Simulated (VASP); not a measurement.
Input of a VASP 6.6.1 run:

Contents of INCAR:

```
SYSTEM = H4C
ALGO = Normal
EDIFF = 1E-6
ENCUT = 520
ISIF = 2
ISMEAR = -1
LASPH = .TRUE.
LCHARG = .FALSE.
LREAL = Auto
LWAVE = .FALSE.
NBANDS = 58
NELM = 100
PREC = Accurate
SIGMA = 0.02
```

The input KPOINTS:

```
k-points
0
G
  1 1 1
  0 0 0
```

The input POSCAR:

```
H4C
1.0
    7.3876590000      0.0000000000      0.0000000000
    0.0000000000      7.3876590000      0.0000000000
    0.0000000000      0.0000000000      7.3876590000
C H
8 32
Direct
    0.4436311874      0.6511701783      0.3886112945
    0.7211532676      0.2482954391      0.2557347747
    0.3538851896      0.2271705584      0.9152137439
    0.1834946485      0.7869043731      0.9233952344
    0.8988898129      0.4720782182      0.7367948211
    0.1940335615      0.2298248896      0.3893378009
    0.9309936269      0.7614175268      0.3325882638
    0.6435928673      0.0003963107      0.6547415880
    0.5321735361      0.6951918054      0.4995448967
    0.3648965945      0.5323854219      0.4311033112
    0.5271242571      0.6155596418      0.2707460937
    0.3503372097      0.7616818024      0.3528388280
    0.6996525486      0.1112013156      0.2022935919
    0.7977007678      0.2389686022      0.3830563452
    0.5898871876      0.3136446204      0.2808591892
    0.7986888717      0.3291909330      0.1573139551
    0.4302094410      0.1559855363      1.0210668198
    0.3331956845      0.1352247813      0.8007802705
    0.4305719374      0.3466395108      0.8708533286
    0.2221247934      0.2695044754      0.9699480577
    0.3240001672      0.8166356276      0.8842391958
    0.1396447730      0.8849047757      1.0262429003
    0.1741977772      0.6492031492      0.9781527618
    0.0957605519      0.7972130822      0.8035848570
    0.8249545883      0.6007925422      0.7475810852
    1.0174056899      0.4905439150      0.6483480204
    0.8100060513      0.3668331131      0.6788195795
    0.9447413035      0.4300974565      0.8724311632
    0.2736542028      0.1979644435      0.5111495741
    0.1207184759      0.1091755342      0.3429163164
    0.2842528595      0.2762991324      0.2806662952
    0.0959154673      0.3369293245      0.4215568089
    1.0081288400      0.8660774453      0.4047884920
    0.8483374796      0.6851922169      0.4296160511
    1.0254056563      0.6698959850      0.2634681079
    0.8424839643      0.8263191248      0.2323405188
    0.5531378066      0.0136985580      0.5371659653
    0.7765680533     -0.0462958677      0.6079044767
    0.5862273004     -0.0980100903      0.7509071294
    0.6561048003      0.1320325915      0.7232811923
```

Potentials or basis: VASP PAW LDA potentials, release 64 (C, H).

Launch:

```bash
$ cat potpaw_LDA.64/C/POTCAR potpaw_LDA.64/H/POTCAR > POTCAR
$ mpirun -np 1 vasp_gam > vasp.out
```

Problem. Predict the pressure.

Solution. -0.2 GPa.

Problem. Predict the band gap on the k mesh.

Solution. 6.89 eV.

Problem. What does it give for the largest force?

Solution. 0.115 eV/Å.

Stress tensor (GPa, compression positive):
```
 0.05  0.07 -0.10
 0.07 -0.25  0.09
-0.10  0.09 -0.33
```

Caveat: the k points lie up to 0.85 Å⁻¹ apart.
